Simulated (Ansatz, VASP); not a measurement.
## Al4Co3Ni: VASP beside Ansatz

```xyz
8
Lattice="-2.9216 2.9216 2.9216 2.9216 -2.9216 2.9216 2.9216 2.9216 -2.9216" Properties=species:S:1:pos:R:3 pbc="T T T"
Al    1.4608   -1.4608    1.4608
Al   -1.4608    1.4608    1.4608
Al    1.4608    1.4608    1.4608
Al    1.4608    1.4608   -1.4608
Ni    0.0000    0.0000    0.0000
Co    0.0000    2.9216    0.0000
Co    2.9216    0.0000    0.0000
Co    0.0000    0.0000    2.9216
```

Alike in both runs: task single point; functional PBE; k mesh 10 × 10 × 10; occupations gaussian, width 0.1 eV; collinear spin.

```csv
,VASP,Ansatz
version,VASP 6.6.1,Ansatz 0.2.0
potentials or method,"VASP PAW PBE potentials, release 64 (Al, Ni, Co), cutoff 520 eV","scalar-relativistic, plane waves, PAW"
valence electrons in the cell,49,81
```

Ansatz gave:

```
gap on the k mesh at the Fermi level (eV)                     : none
pressure (GPa)                                                : -8.7
net moment per atom (μB)                                      : 0.14
size of the moment on the site where the two differ most (μB) : 0.13
```

Q: Estimate VASP's values.

A: gap on the k mesh at the Fermi level (eV): none; pressure (GPa): -8.7; net moment per atom (μB): 0.14; size of the moment on the site where the two differ most (μB): 0.12.

Site moments also hang on the region over which each program counts them. A gap of «none» marks a metal or a gap that the smearing closes. VASP's potentials hold 49 valence electrons a cell and Ansatz's 81, so a difference there can come from the potentials and not from the codes.
